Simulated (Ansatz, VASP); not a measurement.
**InSe in VASP and in Ansatz**

```
CELL_PARAMETERS angstrom
5.87913 -2.05490 0.06814
5.87913 2.05490 0.06814
-1.68332 0.00000 4.38589
ATOMIC_POSITIONS crystal
In 0.11320 0.11320 0.96513
In 0.88680 0.88680 0.03487
Se 0.34258 0.34258 0.35094
Se 0.65742 0.65742 0.64906
```

Alike in both runs: task single point; functional PBE; k mesh 4 × 4 × 4; no spin polarisation.

|  | VASP | Ansatz |
| --- | --- | --- |
| version | VASP 6.6.1 | Ansatz 0.2.0 |
| potentials or method | VASP PAW PBE potentials, release 64 (In_d, Se) | plane waves, PAW |
| plane-wave cutoff (eV) | 520 | 420 |
| occupations | gaussian, width 0.01 eV | fixed |
| valence electrons in the cell | 38 | 58 |

Ansatz gave:

```
gap on the k mesh at the Fermi level (eV)                     : 1.22
pressure (GPa)                                                : 2.5
traceless stress, the component that is largest in VASP (GPa) : 0.32
rms of the force components (eV/Å)                            : 0.103
```

Q: What did VASP give for the same quantities?

A: gap on the k mesh at the Fermi level (eV): 1.21; pressure (GPa): 2.6; traceless stress, the component that is largest in VASP (GPa): 0.33; rms of the force components (eV/Å): 0.109.

Atom by atom the forces differ by 0.008 eV/Å (rms over components). VASP's potentials hold 38 valence electrons a cell and Ansatz's 58, so a difference there can come from the potentials and not from the codes.
